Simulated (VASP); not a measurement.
## MnBe3Te4: single point with PBE

The system is MnBe3Te4.

```xyz
8
Lattice="5.8373 0.0000 0.0000 0.0000 5.8373 0.0000 0.0000 0.0000 5.8373" Properties=species:S:1:pos:R:3 pbc="T T T"
Be    0.0000    2.9186    2.9186
Be    2.9186    2.9186    0.0000
Be    2.9186    0.0000    2.9186
Mn    0.0000    0.0000    0.0000
Te    4.3033    4.3033    1.5340
Te    4.3033    1.5340    4.3033
Te    1.5340    4.3033    4.3033
Te    1.5340    1.5340    1.5340
```

The cell was built from a structure type or drawn by symmetry, and may not be a known phase.

| Quantity | Value |
| --- | --- |
| Program | VASP 6.6.1 |
| Task | single point |
| Functional | PBE |
| Potentials or basis | VASP PAW PBE potentials, release 64 (Be, Mn_pv, Te) |
| Cutoff | 520 eV |
| k mesh | 6 × 6 × 6 |
| Occupations | gaussian, width 0.02 eV |
| Spin | collinear spin, ferromagnetic start |
| Starting moments | [0.0, 0.0, 0.0, 4.53, 0.0, 0.0, 0.0, 0.0] μB |
| Dipole correction | no |
| Further INCAR settings | ALGO = Normal; EDIFF = 1e-06; NBANDS = 36 |

- Pressure: 0.1 GPa
- Band gap on the k mesh: 0.71 eV
- Net moment: 5.00 μB per cell
- Site moments: Be +0.03; Mn +4.15; Te +0.03 μB
- Valence electrons inside the program's atomic spheres: Be 0.88; Mn 11.45; Te 3.48

Levels at points of the mesh, in eV from the valence-band top:
Spin up:
```tsv
k point	band 21	band 22	band 23	band 24	band 25	band 26	band 27	band 28
(0.00, 0.00, 0.00)	-2.45	0.00	0.00	0.00	1.86	1.86	1.86	2.08
(0.50, 0.00, 0.00)	-1.96	-1.70	-1.06	-1.06	2.16	2.61	3.51	4.24
(0.50, 0.50, 0.00)	-2.01	-1.23	-0.69	-0.69	2.95	2.95	3.61	3.86
(0.50, 0.50, 0.50)	-1.61	-0.39	-0.39	-0.39	2.28	2.28	2.28	2.95
```
Spin down:
```
           k point  band 16  band 17  band 18  band 19  band 20  band 21  band 22  band 23
(0.00, 0.00, 0.00)    -2.72    -1.08    -1.08    -1.08     0.71     0.71     1.19     1.19
(0.50, 0.00, 0.00)    -2.37    -2.37    -1.57    -1.57     0.95     1.24     1.25     1.32
(0.50, 0.50, 0.00)    -1.94    -1.71    -1.56    -1.56     1.02     1.05     1.29     1.56
(0.50, 0.50, 0.50)    -1.62    -1.56    -1.56    -1.56     1.00     1.00     1.55     1.55
```

It took 2.6 min on 1 thread of Intel(R) Xeon(R) 6975P-C (Granite Rapids) (shared host), peak memory 0.53 GiB.

Caveat: spin-orbit coupling is left out, which moves the levels of the heavy elements; a cell with one magnetic atom can't hold antiferromagnetic order, which such compounds often take. A k mesh can miss the band edges.
